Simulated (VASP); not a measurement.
Write the native input for VASP 6.6.1 that does the following.

```yaml
Task: single point
Functional: LDA
Potentials_or_basis: VASP PAW LDA potentials, release 64 (Ta_pv)
Cutoff: 520 eV
k_mesh: 14 × 14 × 14
Occupations: methfessel-paxton, width 0.01 eV
Spin: no spin polarisation
Dipole_correction: no
Further_INCAR_settings: ALGO = Normal; EDIFF = 1e-06; NBANDS = 12
```

The structure of Ta lies in POSCAR:

```
Ta
1.0
   -1.6276710318      1.6276710318      1.6276710318
    1.6276710318     -1.6276710318      1.6276710318
    1.6276710318      1.6276710318     -1.6276710318
Ta
1
Direct
    0.0000000000      0.0000000000      0.0000000000
```

The input as run:

INCAR

```
ALGO     = Normal         # electronic algorithm
EDIFF    = 1E-6           # SCF threshold, eV
ENCUT    = 520            # plane-wave cutoff, eV
ISIF     = 2              # what is computed and relaxed
ISMEAR   = 1              # smearing method
LASPH    = True           # aspherical terms in the spheres
LCHARG   = False          # write CHGCAR
LREAL    = False          # projectors in reciprocal space
LWAVE    = False          # write WAVECAR
NBANDS   = 12             # bands
NELM     = 60             # most SCF steps
PREC     = Accurate       # precision mode
SIGMA    = 0.01           # smearing width, eV
```

KPOINTS

```
k-points
0
Gamma
  14 14 14
```

Potentials or basis: VASP PAW LDA potentials, release 64 (Ta_pv).

Launch:

```console
$ cat potpaw_LDA.64/Ta_pv/POTCAR > POTCAR
$ mpirun -np 1 vasp_std > vasp.out
```

It gave:

```yaml
Pressure: 0.9 GPa
```

Wall time 7.9 s on 1 thread of Intel Xeon 6975P-C, on a shared host, peak memory 0.14 GiB.
